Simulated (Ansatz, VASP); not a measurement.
ZrC in VASP and in Ansatz

INCAR

```
SYSTEM = ZrC
PREC = Accurate
ENCUT = 520
EDIFF = 1E-8
ISMEAR = -1
SIGMA = 0.05
LREAL = .False.
LASPH = .True.
NELM = 60
ALGO = Normal
ISIF = 2
LWAVE = .False.
LCHARG = .False.
GGA = PS
LEFG = .True.
NBANDS = 15
```

Contents of KPOINTS:

```
regular mesh
0
Gamma
  15 15 15
  0 0 0
```

File POSCAR:

```
ZrC
1.0
    0.0000000000      2.3811373624      2.3811373624
    2.3811373624      0.0000000000      2.3811373624
    2.3811373624      2.3811373624      0.0000000000
Zr C
1 1
Direct
    0.5000000000      0.5000000000      0.5000000000
    0.0000000000      0.0000000000      0.0000000000
```

Input for Ansatz:

```yaml
crystal:
  lattice:
    - [0.0, 2.3811373624, 2.3811373624]
    - [2.3811373624, 0.0, 2.3811373624]
    - [2.3811373624, 2.3811373624, 0.0]
  atoms:
    - { symbol: Zr, position: [0.5, 0.5, 0.5] }
    - { symbol: C, position: [0.0, 0.0, 0.0] }
kpoints:
  mp_grid: { grid: [15, 15, 15] }
scf:
  occupations: { method: fermi_dirac, width: 0.05 }
hamiltonian:
  xc: pbesol
  pseudopotentials: { kind: paw }
output:
  forces: true
  stress: true
  eigenvalues: true
  efg: { contact_densities: true }
  write_density: true
  write_potential: true
  elf: true
  volumetric_format: npy
```

Change from the starting cell: volume scaled by 1.04, PAW files.

Alike in both runs: task electric field gradients; functional PBEsol; k mesh 15 × 15 × 15; occupations fermi-dirac, width 0.05 eV; no spin polarisation.

|  | VASP | Ansatz |
| --- | --- | --- |
| version | VASP 6.6.1 | Ansatz 0.2.0 |
| potentials or method | VASP PAW PBE potentials, release 64 (Zr_sv, C) | PAW with Ansatz's default frozen-core files, scalar-relativistic |
| plane-wave cutoff (eV) | 520 | 420 |
| valence electrons in the cell | 16 | 16 |

Ansatz gave:

| Item | Value |
| --- | --- |
| pressure (GPa) | -12.4 |

Q: What did VASP give for the same quantities?

A: Pressure (GPa): -12.1.

VASP's potentials were made for PBE, not for PBEsol.
